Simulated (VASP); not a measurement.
Write the native input for VASP 6.6.1 that does the following.

```yaml
Task: single point
Functional: PBE
Potentials_or_basis: VASP PAW PBE potentials, release 64 (K_sv, F)
Cutoff: 600 eV
k_mesh: 6 × 6 × 6
Occupations: methfessel-paxton, width 0.001 eV
Spin: no spin polarisation
Dipole_correction: no
Further_INCAR_settings: ALGO = Normal; EDIFF = 1e-06; NBANDS = 15
```

The structure of KF lies in POSCAR:

```
KF
1.0
    3.1788706815      0.0000000000      0.0000000000
    0.0000000000      3.1788706815      0.0000000000
    0.0000000000      0.0000000000      3.1788706815
K F
1 1
Direct
    0.0000000000      0.0000000000      0.0000000000
    0.5000000000      0.5000000000      0.5000000000
```

The input as run:

INCAR

```
PREC = Accurate
ENCUT = 600
EDIFF = 1E-6
ISMEAR = 1
SIGMA = 0.001
LREAL = False
LASPH = True
NELM = 120
ALGO = Normal
ISIF = 2
LWAVE = False
LCHARG = True
GGA = PE
LELF = True
LVHAR = True
NBANDS = 15
GGA_COMPAT = False
```

KPOINTS

```
Automatic mesh
0
Gamma
  6 6 6
```

Potentials or basis: VASP PAW PBE potentials, release 64 (K_sv, F).

Launch:

```console
$ cat potpaw_PBE.64/K_sv/POTCAR potpaw_PBE.64/F/POTCAR > POTCAR
$ mpirun -np 1 vasp_std > vasp.out
```

It gave:

```
Pressure               : 3.0 GPa
Band gap on the k mesh : 6.80 eV, indirect (least direct gap 6.84 eV)
```

Wall time 22 s on 1 thread of Intel Xeon 8259CL, on a shared host, peak memory 0.16 GiB.
